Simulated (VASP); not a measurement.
Crystal: Hf.

```xyz
2
Lattice="3.1967 0.0000 0.0000 -1.5983 2.7684 0.0000 0.0000 0.0000 5.0578" Properties=species:S:1:pos:R:3 pbc="T T T"
Hf    1.5984    0.9228    3.7934
Hf    0.0000    1.8456    1.2645
```

* Program: VASP 6.6.1
* Task: relaxation of cell and atoms
* Functional: PBEsol
* Potentials or basis: VASP PAW PBE potentials, release 64 (Hf_pv)
* Cutoff: 600 eV
* k mesh: 10 × 10 × 5
* Occupations: fermi-dirac, width 0.05 eV
* Spin: no spin polarisation

At the start: pressure -4.3 GPa; volume 22.38 Å³/atom.

Problem. How do energy, volume and symmetry change on relaxing?

Solution. Over 11 steps the energy falls by 12.2 meV/atom and the volume is 21.50 Å³/atom (-3.9 %); space group P6_3/mmc (No. 194, to 0.05 Å).

The path:
```tsv
step	energy change (eV)	largest force (eV/Å)	pressure (GPa)	volume (Å³)
1	0.0000	0.0000	-4.28	44.76
2	0.0117	0.0000	5.97	41.00
3	-0.0244	0.0000	-0.04	43.02
4	-0.0244	0.0000	0.05	42.98
5	-0.0244	0.0000	-0.04	43.02
6	-0.0244	0.0000	-0.02	43.01
7	-0.0244	0.0000	-0.04	43.00
8	-0.0244	0.0000	0.02	42.99
9	-0.0244	0.0000	0.03	43.00
10	-0.0244	0.0000	0.03	43.00
11	-0.0244	0.0000	0.01	43.00
```

Final structure:
```cif
data_structure
_symmetry_space_group_name_H-M 'P 1'
_symmetry_Int_Tables_number 1
_cell_length_a 3.1563
_cell_length_b 3.1563
_cell_length_c 4.9845
_cell_angle_alpha 90.000
_cell_angle_beta 90.000
_cell_angle_gamma 120.000
_cell_volume 43.00
loop_
_atom_site_label
_atom_site_type_symbol
_atom_site_fract_x
_atom_site_fract_y
_atom_site_fract_z
_atom_site_occupancy
Hf1 Hf 0.66667 0.33333 0.75000 1
Hf2 Hf 0.33333 0.66667 0.25000 1
```

Caveat: the PAW data sets were made with another functional, which shifts forces and pressure a little.
